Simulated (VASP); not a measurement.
Input of a VASP 6.6.1 run:

POSCAR

```
CsCl
1.0
    4.1401762580      0.0000000000      0.0000000000
    0.0000000000      4.1401762580      0.0000000000
    0.0000000000      0.0000000000      4.1401762580
Cs Cl
1 1
Direct
    0.0000000000      0.0000000000      0.0000000000
    0.5000000000      0.5000000000      0.5000000000
```

INCAR.step1

```
ALGO = Normal ; EDIFF = 1E-5
ENCUT = 550 ; GGA = PE
GGA_COMPAT = F ; ISMEAR = 0
LASPH = T ; LCHARG = F
LREAL = F ; LWAVE = T
NBANDS = 15 ; NELM = 120
PREC = Accurate ; SIGMA = 0.02
```

The input INCAR.step2:

```
ALGO = Normal ; EDIFF = 1E-6
ENCUT = 550 ; GGA_COMPAT = F
ISIF = 2 ; ISMEAR = 0
ISTART = 1 ; LASPH = T
LCHARG = F ; LMIXTAU = T
LREAL = F ; LWAVE = F
METAGGA = R2SCAN ; NBANDS = 15
NELM = 120 ; PREC = Accurate
SIGMA = 0.02
```

Contents of KPOINTS:

```
k-points
0
Gamma
  6 6 6
```

Potentials or basis: VASP PAW PBE potentials, release 64 (Cs_sv, Cl).

The run is started by

```sh
$ cat potpaw_PBE.64/Cs_sv/POTCAR potpaw_PBE.64/Cl/POTCAR > POTCAR
$ cp INCAR.step1 INCAR
$ mpirun -np 1 vasp_std > vasp.out
$ cp INCAR.step2 INCAR
$ mpirun -np 1 vasp_std > vasp.out
```

Problem. Predict the band gap on the k mesh.

Solution. 5.91 eV.

Problem. Predict the pressure.

Solution. 0.0 GPa.

Caveat: the PAW data sets were made with another functional, which shifts forces and pressure a little; spin-orbit coupling is left out, which moves the levels of the heavy elements. A k mesh can miss the band edges.
